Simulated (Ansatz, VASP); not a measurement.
**CO2 in VASP and in Ansatz**

INCAR

```
  PREC = Accurate
  ENCUT = 520
  EDIFF = 1E-6
  ISMEAR = 0
  SIGMA = 0.05
  LREAL = F
  LASPH = T
  NELM = 100
  ALGO = Normal
  ISIF = 2
  LWAVE = F
  LCHARG = F
  GGA = PE
  NBANDS = 44
```

File KPOINTS:

```
Automatic mesh
0
Gamma
  4 4 4
```

POSCAR

```
CO2
1.0
    5.8552773479      0.0000000000      0.0000000000
    0.0000000000      5.8552773479      0.0000000000
    0.0000000000      0.0000000000      5.4465789890
C O
4 8
Direct
    0.0000000000      0.0000000000      0.0000000000
    0.5000000000      0.0000000000      0.5000000000
    0.5000000000      0.5000000000      0.0000000000
    0.0000000000      0.5000000000      0.5000000000
    0.1114834447      0.1114834447      0.1114834447
    0.3885165553      0.8885165553      0.6114834447
    0.6114834447      0.3885165553      0.8885165553
    0.8885165553      0.6114834447      0.3885165553
    0.8885165553      0.8885165553      0.8885165553
    0.6114834447      0.1114834447      0.3885165553
    0.3885165553      0.6114834447      0.1114834447
    0.1114834447      0.3885165553      0.6114834447
```

Input for Ansatz:

```yaml
crystal:
  lattice:
    - [5.8552773479, 0.0, 0.0]
    - [0.0, 5.8552773479, 0.0]
    - [0.0, 0.0, 5.446578989]
  atoms:
    - { symbol: C, position: [0.0, 0.0, 0.0] }
    - { symbol: C, position: [0.5, 0.0, 0.5] }
    - { symbol: C, position: [0.5, 0.5, 0.0] }
    - { symbol: C, position: [0.0, 0.5, 0.5] }
    - { symbol: O, position: [0.1114834447, 0.1114834447, 0.1114834447] }
    - { symbol: O, position: [0.3885165553, 0.8885165553, 0.6114834447] }
    - { symbol: O, position: [0.6114834447, 0.3885165553, 0.8885165553] }
    - { symbol: O, position: [0.8885165553, 0.6114834447, 0.3885165553] }
    - { symbol: O, position: [0.8885165553, 0.8885165553, 0.8885165553] }
    - { symbol: O, position: [0.6114834447, 0.1114834447, 0.3885165553] }
    - { symbol: O, position: [0.3885165553, 0.6114834447, 0.1114834447] }
    - { symbol: O, position: [0.1114834447, 0.3885165553, 0.6114834447] }
basis:
  ecutwfc: 520.0
kpoints:
  mp_grid: { grid: [4, 4, 4] }
hamiltonian:
  xc: pbe
scf:
  occupations: { method: gaussian, width: 0.05 }
output:
  forces: true
  stress: true
  eigenvalues: true
```

Alike in both runs: task single point; functional PBE; k mesh 4 × 4 × 4; occupations gaussian, width 0.05 eV; no spin polarisation.

|  | VASP | Ansatz |
| --- | --- | --- |
| version | VASP 6.6.1 | Ansatz 0.2.0 |
| potentials or method | VASP PAW PBE potentials, release 64 (C, O), cutoff 520 eV | scalar-relativistic, plane waves, PAW |
| valence electrons in the cell | 64 | 64 |

|  | VASP | Ansatz | Ansatz less VASP |
| --- | --- | --- | --- |
| gap on the k mesh at the Fermi level (eV) | 7.16 | 7.17 | +0.010 |
| least direct gap on the mesh (eV) | 7.16 | 7.17 | +0.010 |
| pressure (GPa) | 23.6 | 21.3 | -2.27 |
| traceless stress, the component that is largest in VASP (GPa) | -1.88 | -1.64 | +0.232 |
| rms of the force components (eV/Å) | 4.348 | 3.864 | -0.4836 |

Atom by atom the forces differ by 0.484 eV/Å (rms over components). With one functional, cell and mesh, what is left measures potentials, basis and numerics.

Noted on VASP's run: the standard files for N, O and F lose accuracy on very short bonds.
